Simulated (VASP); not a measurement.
## Pd: single point with LDA

The system is Pd.

```
Pd
1.0
     0.00000    1.98304    1.98304
     1.98304    0.00000    1.98304
     1.98304    1.98304    0.00000
Pd
1
Direct
  0.00000 0.00000 0.00000
```

This cell differs from its parent crystal: volume scaled by 1.06.

* Program: VASP 6.6.1
* Task: single point
* Functional: LDA
* Potentials or basis: VASP PAW LDA potentials, release 64 (Pd)
* Cutoff: 520 eV
* k mesh: 18 × 18 × 18
* Occupations: fermi-dirac, width 0.05 eV
* Spin: no spin polarisation

The pressure is -16.8 GPa. The band gap on the k mesh is zero (band 5 reaches 8.92 eV, above the bottom of band 6 at 7.48 eV).

Levels at points of the mesh, in eV from the Fermi level:
| k point | band 2 | band 3 | band 4 | band 5 | band 6 | band 7 | band 8 | band 9 |
| --- | --- | --- | --- | --- | --- | --- | --- | --- |
| (0.00, 0.00, 0.00) | -2.63 | -2.63 | -2.63 | -1.12 | -1.12 | 17.10 | 21.49 | 21.49 |
| (0.50, 0.00, 0.00) | -2.66 | -2.66 | -0.02 | -0.02 | 1.07 | 6.81 | 16.46 | 20.37 |
| (0.50, 0.50, 0.00) | -4.72 | -0.04 | 0.26 | 0.26 | 3.26 | 10.14 | 12.76 | 12.76 |

Wall time 46 s on 1 thread of Intel Xeon 8259CL (shared host), peak memory 0.16 GiB.
